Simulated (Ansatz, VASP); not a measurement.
One calculation of LiCl, two programs

File INCAR:

```
PREC     = Accurate       # precision mode
ENCUT    = 520            # plane-wave cutoff, eV
EDIFF    = 1E-6           # SCF threshold, eV
ISMEAR   = 0              # smearing method
SIGMA    = 0.1            # smearing width, eV
LREAL    = False          # projectors in reciprocal space
LASPH    = True           # aspherical terms in the spheres
NELM     = 80             # most SCF steps
ALGO     = Normal         # electronic algorithm
ISIF     = 2              # what is computed and relaxed
LWAVE    = False          # write WAVECAR
LCHARG   = False          # write CHGCAR
GGA      = PE             # functional
NBANDS   = 18             # bands
```

KPOINTS

```
Automatic mesh
0
Gamma
  6 6 6
```

Contents of POSCAR:

```
LiCl
1.0
   -2.5756997545      0.0000000000     -2.5756997545
   -2.5756997545     -2.5756997545      0.0000000000
   -5.1513995089      2.5756997545      2.5756997545
Li Cl
2 2
Direct
    1.0000000000      1.0000000000      0.0000000000
    0.5000000000      0.5000000000      0.5000000000
    0.2500000000      0.2500000000      0.2500000000
    0.7500000000      0.7500000000      0.7500000000
```

Input for Ansatz:

```yaml
crystal:
  lattice:
    - [-2.5756997545, 0.0, -2.5756997545]
    - [-2.5756997545, -2.5756997545, 0.0]
    - [-5.1513995089, 2.5756997545, 2.5756997545]
  atoms:
    - { symbol: Li, position: [1.0, 1.0, 0.0] }
    - { symbol: Li, position: [0.5, 0.5, 0.5] }
    - { symbol: Cl, position: [0.25, 0.25, 0.25] }
    - { symbol: Cl, position: [0.75, 0.75, 0.75] }
basis:
  ecutwfc: 420
kpoints:
  mp_grid: { grid: [6, 6, 6] }
hamiltonian:
  xc: pbe
scf:
  occupations: { method: gaussian, width: 0.1 }
  lower_state_search: "off"
output:
  forces: true
  stress: true
  eigenvalues: true
```

Alike in both runs: task single point; functional PBE; k mesh 6 × 6 × 6; occupations gaussian, width 0.1 eV; no spin polarisation.

```csv
,VASP,Ansatz
version,VASP 6.6.1,Ansatz 0.2.0
potentials or method,"VASP PAW PBE potentials, release 64 (Li_sv, Cl), cutoff 520 eV","scalar-relativistic, plane waves, PAW"
valence electrons in the cell,20,20
```

```tsv
	VASP	Ansatz	Ansatz less VASP
gap on the k mesh at the Fermi level (eV)	6.27	6.26	-0.011
least direct gap on the mesh (eV)	6.27	6.26	-0.011
```

With one functional, cell and mesh, what is left measures potentials, basis and numerics.

Noted on VASP's run: the cutoff is short for stress, so the pressure is rough.
